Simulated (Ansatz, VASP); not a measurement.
**One calculation of HfO2, two programs**

The input INCAR:

```
SYSTEM = HfO2
ALGO = Normal
EDIFF = 1E-6
ENCUT = 520
GGA = PE
ISIF = 2
ISMEAR = 0
LASPH = .TRUE.
LCHARG = .FALSE.
LREAL = .FALSE.
LWAVE = .FALSE.
NBANDS = 56
NELM = 100
PREC = Accurate
SIGMA = 0.05
```

Contents of KPOINTS:

```
k-points
0
G
  6 6 2
  0 0 0
```

Contents of POSCAR:

```
HfO2
1.0
   -3.6043047991      0.0000000000      0.0000000000
    0.0000000000     -3.6043047991      0.0000000000
    0.0000000000      0.0000000000     10.2279346079
Hf O
4 8
Direct
    0.5000000000      0.5000000000      0.2076161505
    0.5000000000      0.5000000000      0.7222818680
    1.0000000000      1.0000000000      0.4649490092
    1.0000000000      1.0000000000      0.9796147268
    0.0000000000      0.5000000000      0.3070763777
    0.0000000000      0.5000000000      0.8217420952
    0.5000000000      0.0000000000      0.3654887820
    0.5000000000      0.0000000000      0.8801544996
    0.5000000000      0.0000000000      0.1081559232
    0.5000000000      0.0000000000      0.6228216408
    0.0000000000      0.5000000000      0.0497435189
    0.0000000000      0.5000000000      0.5644092364
```

Input for Ansatz:

```yaml
crystal:
  lattice:
    - [-3.6043047991, 0.0, 0.0]
    - [0.0, -3.6043047991, 0.0]
    - [0.0, 0.0, 10.2279346079]
  atoms:
    - { symbol: Hf, position: [0.5, 0.5, 0.2076161505] }
    - { symbol: Hf, position: [0.5, 0.5, 0.722281868] }
    - { symbol: Hf, position: [1.0, 1.0, 0.4649490092] }
    - { symbol: Hf, position: [1.0, 1.0, 0.9796147268] }
    - { symbol: O, position: [0.0, 0.5, 0.3070763777] }
    - { symbol: O, position: [0.0, 0.5, 0.8217420952] }
    - { symbol: O, position: [0.5, 0.0, 0.365488782] }
    - { symbol: O, position: [0.5, 0.0, 0.8801544996] }
    - { symbol: O, position: [0.5, 0.0, 0.1081559232] }
    - { symbol: O, position: [0.5, 0.0, 0.6228216408] }
    - { symbol: O, position: [0.0, 0.5, 0.0497435189] }
    - { symbol: O, position: [0.0, 0.5, 0.5644092364] }
basis:
  ecutwfc: 420
kpoints:
  mp_grid: { grid: [6, 6, 2] }
hamiltonian:
  xc: pbe
scf:
  occupations: { method: gaussian, width: 0.05 }
output:
  forces: true
  stress: true
  eigenvalues: true
```

Alike in both runs: task single point; functional PBE; k mesh 6 × 6 × 2; occupations gaussian, width 0.05 eV; no spin polarisation.

```csv
,VASP,Ansatz
version,VASP 6.6.1,Ansatz 0.2.0
potentials or method,"VASP PAW PBE potentials, release 64 (Hf_pv, O), cutoff 520 eV","scalar-relativistic, plane waves, PAW"
valence electrons in the cell,88,152
```

```tsv
	VASP	Ansatz	Ansatz less VASP
gap on the k mesh at the Fermi level (eV)	3.61	3.65	+0.040
least direct gap on the mesh (eV)	3.61	3.65	+0.040
pressure (GPa)	5.4	8.7	+3.33
traceless stress, the component that is largest in VASP (GPa)	-6.91	-6.74	+0.171
rms of the force components (eV/Å)	1.246	1.249	+0.0026
```

Atom by atom the forces differ by 0.021 eV/Å (rms over components). VASP's potentials hold 88 valence electrons a cell and Ansatz's 152, so a difference there can come from the potentials and not from the codes.

Spin-orbit coupling is off throughout.
